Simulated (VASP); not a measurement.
# BN in VASP: a series of runs

BN is run at these levels: PBE+D3(BJ), PBE, r2SCAN+rVV10; tasks: single point.

Program: VASP 6.6.1. These are calculated values, not measurements. Logs are shortened: lines on timing, memory, paths and dates and some standing lists are left out, and cuts for length are marked.

### Step 1. The cell of the first run

The typed cell holds 2 atoms: a = 2.506 Å, b = 2.506 Å, c = 3.592 Å, α = 90.32°, β = 110.07°, γ = 120.00°.

### Step 2. Single point, PBE+D3(BJ)

File INCAR:

```
ALGO     = Normal         # electronic algorithm
EDIFF    = 1E-7           # SCF threshold, eV
ENCUT    = 520            # plane-wave cutoff, eV
GGA      = PE             # functional
ISIF     = 2              # what is computed and relaxed
ISMEAR   = -1             # smearing method
IVDW     = 12             # dispersion correction
LASPH    = True           # aspherical terms in the spheres
LCHARG   = True           # write CHGCAR
LELF     = True           # ELF
LREAL    = False          # projectors in reciprocal space
LVHAR    = True         
LWAVE    = False          # write WAVECAR
NBANDS   = 11             # bands
NELM     = 100            # most SCF steps
PREC     = Accurate       # precision mode
SIGMA    = 0.02           # smearing width, eV
```

File KPOINTS:

```
k-points
0
Gamma
  12 12 8
```

File POSCAR:

```
BN
1.0
    2.4946524126      0.0025208094     -0.2390647243
   -1.2378682197      2.1658400193      0.2392533684
   -0.9164985164     -0.9169336955      3.3494325728
B N
1 1
Direct
    0.9910518627      0.9914089197     -0.0061552858
    0.6570971373      0.3244750803      0.9929602858
```

Potentials or basis: VASP PAW PBE potentials, release 64 (B, N).

On the command line:

```console
$ cat potpaw_PBE.64/B/POTCAR potpaw_PBE.64/N/POTCAR > POTCAR
$ mpirun -np 1 vasp_std > vasp.out
```

OUTCAR:

```text
EDIFF = 1E-7
   ENCUT = 520
   GGA = PE
   ISIF = 2
   ISMEAR = -1
   IVDW = 12
   LASPH = True
   LREAL = False
   NELM = 100
   PREC = Accurate
 IVDW          = 12

 ion  position               nearest neighbor table
   1  0.991  0.991  0.994-   2 1.45   2 1.45   2 1.45
   2  0.657  0.324  0.993-   1 1.45   1 1.45   1 1.45

  LATTYP: Found a triclinic cell.
 ALAT       =     2.5062512297
 B/A-ratio  =     0.9999305586
 C/A-ratio  =     1.4330480399
 COS(alpha) =     0.0055622203
 COS(beta)  =     0.3487738428
 COS(gamma) =     0.5000326483

  Lattice vectors:

 A1 = (  -1.2567841929,  -2.1683608287,  -0.0001886441)
 A2 = (   1.2378682197,  -2.1658400193,  -0.2392533684)
 A3 = (  -0.9164985164,  -0.9169336955,   3.3494325728)

Analysis of symmetry for initial positions (statically):
=====================================================================
 Subroutine PRICEL returns:
 Original cell was already a primitive cell.

 Routine SETGRP: Setting up the symmetry group for a
 triclinic supercell.

 Subroutine GETGRP returns: Found  1 space group operations
 (whereof  1 operations were pure point group operations)
 out of a pool of  2 trial point group operations.

The static configuration has the point symmetry C_1 .

Analysis of symmetry for dynamics (positions and initial velocities):
=====================================================================
 Subroutine PRICEL returns:
 Original cell was already a primitive cell.

 Routine SETGRP: Setting up the symmetry group for a
 triclinic supercell.

 Subroutine GETGRP returns: Found  1 space group operations
 (whereof  1 operations were pure point group operations)
 out of a pool of  2 trial point group operations.

The dynamic configuration has the point symmetry C_1 .

 Subroutine INISYM returns: Found  1 space group operations
 (whereof  1 operations are pure point group operations),
 and found     1 'primitive' translations

----------------------------------------------------------------------------------------

                                     Primitive cell

  volume of cell :      17.9083

  direct lattice vectors                    reciprocal lattice vectors
     2.494652413  0.002520809 -0.239064724     0.417331758  0.219276779  0.174222407
    -1.237868220  2.165840019  0.239253368     0.011769005  0.454345428  0.127600989
    -0.916498516 -0.916933696  3.349432573     0.028946254 -0.016803542  0.301878436

  length of vectors
     2.506082392  2.506077192  3.591578412     0.502594816  0.472070217  0.303728225

  position of ions in fractional coordinates (direct lattice)
     0.991051863  0.991408920  0.993844714
     0.657097137  0.324475080  0.992960286

  ion indices of the primitive-cell ions
   primitive index   ion index
                 1           1
                 2           2

----------------------------------------------------------------------------------------

 KPOINTS: k-points

Automatic generation of k-mesh.
 Grid dimensions read from file:
 generate k-points for:   12   12    8

 Generating k-lattice:

  Cartesian coordinates                     Fractional coordinates (reciprocal lattice)
     0.034777646  0.018273065  0.014518534     0.083333333  0.000000000 -0.000000000
     0.000980750  0.037862119  0.010633416     0.000000000  0.083333333  0.000000000
     0.003618282 -0.002100443  0.037734804     0.000000000 -0.000000000  0.125000000

  Length of vectors
     0.041882901  0.039339185  0.037966028

  Shift w.r.t. Gamma in fractional coordinates (k-lattice)
     0.000000000  0.000000000  0.000000000

 Subroutine IBZKPT returns following result:
 ===========================================

 Found    580 irreducible k-points:

 Following reciprocal coordinates:
            Coordinates               Weight
  0.000000  0.000000  0.000000      1.000000
  0.083333  0.000000  0.000000      2.000000
  0.166667  0.000000  0.000000      2.000000
  0.250000  0.000000  0.000000      2.000000
  0.333333  0.000000  0.000000      2.000000
  0.416667  0.000000  0.000000      2.000000
[... 16 lines left out ...]
  0.250000  0.166667  0.000000      2.000000
  0.333333  0.166667  0.000000      2.000000
 [... further k-points ...]
   k-points           NKPTS =    580   k-points in BZ     NKDIM =    580   number of bands    NBANDS=     11
   number of dos      NEDOS =    301   number of ions     NIONS =      2
   total plane-waves  NPLWV =  11200
   dimension x,y,z NGX =    20 NGY =   20 NGZ =   28
   dimension x,y,z NGXF=    40 NGYF=   40 NGZF=   56
   ions per type =               1   1
   NGX,Y,Z   is equivalent  to a cutoff of  13.27, 13.27, 12.96 a.u.
   NGXF,Y,Z  is equivalent  to a cutoff of  26.53, 26.53, 25.92 a.u.
 SYSTEM =  unknown system
   PREC   = accura    normal or accurate (medium, high low for compatibility)
   ISTART =      0    job   : 0-new  1-cont  2-samecut
   ICHARG =      2    charge: 1-file 2-atom 10-const
   ISPIN  =      1    spin polarized calculation?
   LNONCOLLINEAR =      F non collinear calculations
   LSORBIT =      F    spin-orbit coupling
   LASPH  =      T    aspherical Exc in radial PAW
   ENCUT  =  520.0 eV  38.22 Ry    6.18 a.u.   4.66  4.66  6.68*2*pi/ulx,y,z
   NELM   =    100;   NELMIN=  2; NELMDL= -5     # of ELM steps
   EDIFF  = 0.1E-06   stopping-criterion for ELM
   LREAL  =      F    real-space projection
   EDIFFG = 0.1E-05   stopping-criterion for IOM
   NSW    =      0    number of steps for IOM
   IBRION =     -1    ionic relax: 0-MD 1-quasi-New 2-CG
   NFREE  =      0    steps in history (QN), initial steepest desc. (CG)
   ISIF   =      2    stress and relaxation
   ISYM   =      2    0-nonsym 1-usesym 2-fastsym
   POTIM  = 0.5000    time-step for ionic-motion
   TEBEG  =    0.0;   TEEND  =   0.0 temperature during run
   PSTRESS=    0.0 pullay stress
   NELECT =       8.0000    total number of electrons
   NUPDOWN=      -1.0000    fix difference up-down
   EMIN   =  10.00;   EMAX   =-10.00  energy-range for DOS
   EFERMI =   0.00;   METHOD = LEGACY
   ISMEAR =    -1;   SIGMA  =   0.02  broadening in eV -4-tet -1-fermi 0-gaus
   EFERMI_NEDOS =   21; number of points for ismear=-14 and -15
   IALGO  =     38    algorithm
   IMIX   =      4    mixing-type and parameters
     AMIX     =   0.40;   BMIX     =  1.00
     AMIX_MAG =   1.60;   BMIX_MAG =  1.00
  volume/ion in A,a.u.               =       8.95        60.43
  Fermi-wavevector in a.u.,A,eV,Ry     =   1.251468  2.364932 21.309071  1.566173
  Thomas-Fermi vector in A             =   2.385414
   LORBIT       =      0    0 simple, 1 ext, 2 COOP (PROOUT), +10 PAW based schemes
   GGA     = PE    functional components
   LHFCALC =     F    Hartree Fock is set to
   AEXX    =    0.0000 exact exchange contribution
   IVDW    =    12    specifies the selected vdW correction
   LEPSILON=     F    determine dielectric tensor
   LRPA    =     F    only Hartree local field effects (RPA)
 non-spin polarized calculation
  energy-cutoff  :      520.00
  volume of cell :       17.91
 maximum number of plane-waves:       499
   NGX =  9   NGY =  9   NGZ = 13

 number of electron       8.0000000 magnetization

 Free energy of the ion-electron system (eV)
  ---------------------------------------------------
  ext. energy  EPLUGINS =         0.00000000
  ---------------------------------------------------
  free energy    TOTEN  =       -17.57474003 eV

  energy without entropy =      -17.57474003  energy(sigma->0) =      -17.57474003

 E-fermi :   2.7544     XC(G=0): -10.1298

 val. band max:        2.3063804646   @ k =   0.3333   0.3333   0.1250
 cond. band min:       6.4998784655   @ k =   0.5000   0.5000   0.5000
 fundamental gap:      4.1934980009
 Fermi energy:         2.7543633382

 k-point     1 :       0.0000    0.0000    0.0000
  band No.  band energies     occupation
      1     -15.4670      2.00000
      2      -1.7082      2.00000
      3       1.0190      2.00000
      4       1.0215      2.00000
      5       7.6214      0.00000
      6      13.9539      0.00000
      7      13.9617      0.00000
      8      15.4396      0.00000
      9      17.0977      0.00000
     10      28.2029      0.00000
     11      30.7924      0.00000

 k-point     2 :       0.0833    0.0000    0.0000
  band No.  band energies     occupation
      1     -15.3225      2.00000
      2      -1.6264      2.00000
      3       0.4592      2.00000
      4       0.7592      2.00000
      5       8.0134      0.00000
      6      13.8765      0.00000
      7      14.5444      0.00000
      8      14.9706      0.00000
      9      17.5366      0.00000
     10      28.1463      0.00000
     11      28.5894      0.00000

 k-point     3 :       0.1667    0.0000    0.0000
  band No.  band energies     occupation
      1     -14.8988      2.00000
      2      -1.3808      2.00000
      3      -0.9172      2.00000
      4       0.1218      2.00000
      5       9.0155      0.00000
      6      13.4036      0.00000
      7      13.9985      0.00000
      8      16.1386      0.00000
      9      18.6097      0.00000
     10      25.1481      0.00000
     11      29.0966      0.00000
[... 267 lines left out ...]
 k-point    23 :       0.2500    0.1667    0.0000
  band No.  band energies     occupation
      1     -13.0675      2.00000
      2      -4.4926      2.00000
      3      -2.4549      2.00000
      4       0.3146      2.00000
      5       8.9172      0.00000
      6      13.2405      0.00000
      7      15.2270      0.00000
      8      18.3943      0.00000
      9      19.8427      0.00000
     10      23.3120      0.00000
     11      26.3560      0.00000

 k-point    24 :       0.3333    0.1667    0.0000
  band No.  band energies     occupation
      1     -12.3039      2.00000
      2      -5.6562      2.00000
      3      -2.9993      2.00000
      4       1.0997      2.00000
      5       7.4241      0.00000
      6      13.9625      0.00000
      7      15.7929      0.00000
      8      19.0790      0.00000
      9      20.7569      0.00000
     10      23.7056      0.00000
     11      26.1688      0.00000

 [... further k-points ...]

------------------------ aborting loop because EDIFF is reached ----------------------------------------

 Edisp (eV)   -0.28484

 E8    (eV) :    -0.0835

  FORCE on cell =-STRESS in cart. coord.  units (eV):
  Direction    XX          YY          ZZ          XY          YZ          ZX
  --------------------------------------------------------------------------------------
  -------------------------------------------------------------------------------------
  Total       0.01719     0.01826    -0.01247     0.00085     0.00362    -0.00641
  in kB       1.53790     1.63335    -1.11604     0.07614     0.32430    -0.57367
  external pressure =        0.69 kB  Pullay stress =        0.00 kB

 VOLUME and BASIS-vectors are now :
 -----------------------------------------------------------------------------
  energy-cutoff  :      520.00
  volume of cell :       17.91
      direct lattice vectors                 reciprocal lattice vectors
     2.494652413  0.002520809 -0.239064724     0.417331758  0.219276779  0.174222407
    -1.237868220  2.165840019  0.239253368     0.011769005  0.454345428  0.127600989
    -0.916498516 -0.916933696  3.349432573     0.028946254 -0.016803542  0.301878436

 POSITION                                       TOTAL-FORCE (eV/Angst)
 -----------------------------------------------------------------------------------
      0.33424      1.23844      3.32909        -0.003580      0.001916      0.000995
      0.32752     -0.20606      3.24640         0.003580     -0.001916     -0.000995
 -----------------------------------------------------------------------------------
    total drift:                               -0.000172     -0.000019     -0.000072

  FREE ENERGIE OF THE ION-ELECTRON SYSTEM (eV)
  ---------------------------------------------------
  free  energy   TOTEN  =       -17.8595764312 eV

  energy  without entropy=      -17.8595764312  energy(sigma->0) =      -17.85957643
```

Run time: 62 s. Hardware: 1 thread of AMD EPYC 9R45 (Zen 5), shared host; peak memory 0.2 GiB.

Results:

```yaml
Free_energy: -17.8596 eV
Pressure: 0.1 GPa
Largest_force: 0.004 eV/Å
Band_gap_on_the_k_mesh: 4.19 eV (least direct gap 4.68 eV)
Dispersion_energy_per_atom: -0.142 eV
```

Forces in eV/Å, atoms in the order of the input:
```
B   -0.004  0.002  0.001
N    0.004 -0.002 -0.001
```

A k mesh can miss the band edges.

### Step 3. Single point, PBE

This run uses another cell than the first one, of 8.81 Å³/atom.

File INCAR:

```
PREC = Accurate
ENCUT = 520
EDIFF = 1E-6
ISMEAR = -1
SIGMA = 0.02
LREAL = F
LASPH = T
NELM = 100
ALGO = Normal
ISIF = 2
LWAVE = F
LCHARG = F
GGA = PE
NBANDS = 11
```

File KPOINTS:

```
regular mesh
0
Gamma
  12 12 12
```

File POSCAR:

```
BN
1.0
    2.4882474826      0.0027783522     -0.2444865124
   -1.2344752300      2.1604232930      0.2445306024
   -0.9249799228     -0.9087833053      3.3134102742
B N
1 1
Direct
    0.9910320786      0.9914197637     -0.0061621980
    0.6571169214      0.3244642363      0.9929671980
```

Potentials or basis: VASP PAW PBE potentials, release 64 (B, N).

On the command line:

```console
$ cat potpaw_PBE.64/B/POTCAR potpaw_PBE.64/N/POTCAR > POTCAR
$ mpirun -np 1 vasp_std > vasp.out
```

Wall time 76 s (1 thread of AMD EPYC 9R45 (Zen 5), shared host); peak memory 0.23 GiB.

It converged, with:

```
Free energy            : -17.5681 eV
Pressure               : 4.7 GPa
Largest force          : 0.007 eV/Å
Band gap on the k mesh : 4.21 eV (least direct gap 4.71 eV)
```

Forces in eV/Å, atoms in the order of the input:
```
B    0.001  0.000  0.006
N   -0.001  0.000 -0.006
```

Stress tensor (GPa, compression positive):
```
 5.37  0.01 -0.20
 0.01  5.38  0.11
-0.20  0.11  3.48
```

Levels at points of the mesh, in eV from the valence-band top:
| k point | band 2 | band 3 | band 4 | band 5 | band 6 | band 7 |
| --- | --- | --- | --- | --- | --- | --- |
| (0.00, 0.00, 0.00) | -3.97 | -1.27 | -1.27 | 5.40 | 11.72 | 11.72 |
| (0.50, 0.00, 0.00) | -8.79 | -4.13 | -1.23 | 4.22 | 9.92 | 14.55 |
| (0.00, 0.50, 0.50) | -8.79 | -4.13 | -1.23 | 4.22 | 9.92 | 14.55 |
| (0.00, 0.50, 0.00) | -8.95 | -4.05 | -0.53 | 5.35 | 10.03 | 13.29 |
| (0.50, 0.00, 0.50) | -8.95 | -4.05 | -0.53 | 5.35 | 10.03 | 13.29 |
| (0.50, 0.50, 0.00) | -8.95 | -4.05 | -0.53 | 5.37 | 10.02 | 13.27 |
| (0.00, 0.00, 0.50) | -6.29 | -1.29 | -1.29 | 10.53 | 11.63 | 11.63 |
| (0.50, 0.50, 0.50) | -8.79 | -4.13 | -1.23 | 4.21 | 9.92 | 14.56 |

Caveat: the cell stands under pressure; this functional lacks dispersion, which binds the layers, so the pressure and a relaxed spacing across them are unreliable.

(Part 1 of 2 ends here.)
